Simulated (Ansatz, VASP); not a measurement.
SiO2: VASP beside Ansatz

Contents of POSCAR:

```
SiO2
1.0
    4.9860000000      0.0000000000      0.0000000000
    0.0000000000      4.9860000000      0.0000000000
    0.0000000000      0.0000000000      6.9770000000
Si O
4 8
Direct
    0.3031541455      0.3031541455      0.0000000000
    0.1968458545      0.8031541455      0.2500000000
    0.6968458545      0.6968458545      0.5000000000
    0.8031541455      0.1968458545      0.7500000000
    0.2376437288      0.1126727352      0.1830633601
    0.3873272648      0.7376437288      0.4330633601
    0.7623562712      0.8873272648      0.6830633601
    0.6126727352      0.2623562712      0.9330633601
    0.7376437288      0.3873272648      0.5669366399
    0.8873272648      0.7623562712      0.3169366399
    0.2623562712      0.6126727352      0.0669366399
    0.1126727352      0.2376437288      0.8169366399
```

The input INCAR.step1:

```
PREC = Accurate
ENCUT = 520
ISMEAR = -1
SIGMA = 0.02
LREAL = F
LASPH = T
NELM = 60
NBANDS = 44
GGA = PE
ALGO = Normal
EDIFF = 1E-4
LWAVE = T
LCHARG = F
```

INCAR.step2

```
PREC = Accurate
ENCUT = 520
EDIFF = 1E-8
ISMEAR = -1
SIGMA = 0.02
LREAL = F
LASPH = T
NELM = 60
ALGO = Normal
ISIF = 2
LWAVE = F
LCHARG = F
METAGGA = R2SCAN
LMIXTAU = T
LEFG = T
NBANDS = 44
ISTART = 1
```

Contents of KPOINTS:

```
regular mesh
0
Gamma
  5 5 4
```

Input for Ansatz:

```yaml
crystal:
  lattice:
    - [4.986, 0.0, 0.0]
    - [0.0, 4.986, 0.0]
    - [0.0, 0.0, 6.977]
  atoms:
    - { symbol: Si, position: [0.3031541455, 0.3031541455, 0.0] }
    - { symbol: Si, position: [0.1968458545, 0.8031541455, 0.25] }
    - { symbol: Si, position: [0.6968458545, 0.6968458545, 0.5] }
    - { symbol: Si, position: [0.8031541455, 0.1968458545, 0.75] }
    - { symbol: O, position: [0.2376437288, 0.1126727352, 0.1830633601] }
    - { symbol: O, position: [0.3873272648, 0.7376437288, 0.4330633601] }
    - { symbol: O, position: [0.7623562712, 0.8873272648, 0.6830633601] }
    - { symbol: O, position: [0.6126727352, 0.2623562712, 0.9330633601] }
    - { symbol: O, position: [0.7376437288, 0.3873272648, 0.5669366399] }
    - { symbol: O, position: [0.8873272648, 0.7623562712, 0.3169366399] }
    - { symbol: O, position: [0.2623562712, 0.6126727352, 0.0669366399] }
    - { symbol: O, position: [0.1126727352, 0.2376437288, 0.8169366399] }
kpoints:
  mp_grid: { grid: [5, 5, 4] }
scf:
  occupations: { method: fermi_dirac, width: 0.02 }
hamiltonian:
  xc: r2scan
  pseudopotentials: { kind: paw }
output:
  forces: true
  stress: true
  populations: true
  efg: { quadrupole_moments_barn: { O: -0.02558 }, contact_densities: true }
  write_density: true
  write_potential: true
  elf: true
  volumetric_format: npy
```

Alike in both runs: task electric field gradients; functional r2SCAN; k mesh 5 × 5 × 4; occupations fermi-dirac, width 0.02 eV; no spin polarisation.

|  | VASP | Ansatz |
| --- | --- | --- |
| version | VASP 6.6.1 | Ansatz 0.2.0 |
| potentials or method | VASP PAW PBE potentials, release 64 (Si, O) | plane-wave PAW, scalar-relativistic |
| plane-wave cutoff (eV) | 520 | 500 |
| valence electrons in the cell | 64 | 64 |

```csv
,VASP,Ansatz,Ansatz less VASP
gap on the k mesh at the Fermi level (eV),6.25,6.25,0.000
pressure (GPa),-3.4,-3.6,-0.18
"traceless stress, the component that is largest in VASP (GPa)",-0.53,-0.50,+0.025
rms of the force components (eV/Å),0.135,0.134,-0.0016
size of Vzz on the site where it differs most (V/Å²),89.3,93.9,+4.63
```

VASP's potentials were made for PBE, not for r2SCAN. Atom by atom the forces differ by 0.009 eV/Å (rms over components).
